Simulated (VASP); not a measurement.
A run of VASP 6.6.1:

The input INCAR:

```
SYSTEM = Cs4In
PREC = Accurate ; ENCUT = 600
EDIFF = 1E-6 ; ISMEAR = 0
SIGMA = 0.1 ; LREAL = .False.
LASPH = .True. ; NELM = 80
ALGO = Fast ; ISIF = 3
LWAVE = .False. ; LCHARG = .False.
GGA = PE ; IBRION = 2
NSW = 90 ; EDIFFG = -0.04
```

The input KPOINTS:

```
Automatic mesh
0
Gamma
  4 4 4
  0 0 0
```

File POSCAR:

```
Cs4In
1.0
    6.6028809300      0.0000000000      0.0000000000
    0.0000000000      6.6028809300      0.0000000000
    0.0000000000      0.0000000000      6.6028809300
Cs In
4 1
Direct
    0.2437810800      0.7562189200      0.7562189200
    0.7562189200      0.2437810800      0.7562189200
    0.7562189200      0.7562189200      0.2437810800
    0.2437810800      0.2437810800      0.2437810800
    0.0000000000      0.0000000000      0.0000000000
```

Potentials or basis: VASP PAW PBE potentials, release 64 (Cs_sv, In_d).

Launch:

```console
$ cat potpaw_PBE.64/Cs_sv/POTCAR potpaw_PBE.64/In_d/POTCAR > POTCAR
$ mpirun -np 1 vasp_std > vasp.out
```

Hardware: 1 thread of Oxide Virtual Turin-like Processor, with other jobs on the host.

Question: Estimate the wall time of this run.

Answer: Wall time 18 min on 1 thread of Oxide Virtual Turin-like Processor (shared host), peak memory 0.44 GiB. Counts: scf iterations 157, k points 10, ion steps 12.
